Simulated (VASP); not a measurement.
Set up this calculation in VASP 6.6.1, as the native input.

| Item | Value |
| --- | --- |
| Task | single point |
| Functional | PBE |
| Potentials or basis | VASP PAW PBE potentials, release 64 (Mg, S) |
| Cutoff | 520 eV |
| k mesh | 6 × 6 × 4 |
| Occupations | gaussian, width 0.05 eV |
| Spin | no spin polarisation |
| Dipole correction | no |
| Further INCAR settings | ALGO = Normal; EDIFF = 1e-07; NBANDS = 16 |

The structure of MgS lies in POSCAR:

```
MgS
1.0
    4.0346224068      0.0000000000      0.0000000000
   -2.0173112034      3.4940854990      0.0000000000
    0.0000000000      0.0000000000      6.4322941800
Mg S
2 2
Direct
    0.6666666667      0.3333333333      0.4957548500
    0.3333333333      0.6666666667      0.9957548500
    0.2689388015      0.5378776029      0.3792441500
    0.6666666667      0.3333333333      0.8792441500
```

This cell differs from its parent crystal: atom 3 (S) moved by (+0.000, -0.450) A along x and y.

These files were run (other wordings do the same):

INCAR

```
SYSTEM = MgS
ALGO = Normal
EDIFF = 1E-7
ENCUT = 520
GGA = PE
ISIF = 2
ISMEAR = 0
LASPH = .TRUE.
LCHARG = .FALSE.
LREAL = .FALSE.
LWAVE = .FALSE.
NBANDS = 16
NELM = 100
PREC = Accurate
SIGMA = 0.05
```

KPOINTS

```
k-points
0
G
  6 6 4
  0 0 0
```

Potentials or basis: VASP PAW PBE potentials, release 64 (Mg, S).

Command:

```sh
$ cat potpaw_PBE.64/Mg/POTCAR potpaw_PBE.64/S/POTCAR > POTCAR
$ mpirun -np 1 vasp_std > vasp.out
```

Results of the run:

```yaml
Pressure: 2.7 GPa
Largest_force: 1.677 eV/Å
Band_gap_on_the_k_mesh: 3.14 eV
```

Caveat: the cell differs from its parent crystal (atom 3 (S) moved by (+0.000, -0.450) A along x and y); forces of over 1 eV/Å act on the atoms, so gaps and moduli don't describe the material at rest.

Wall time 82 s on 1 thread of Intel Xeon 8259CL, on a shared host, peak memory 0.23 GiB.
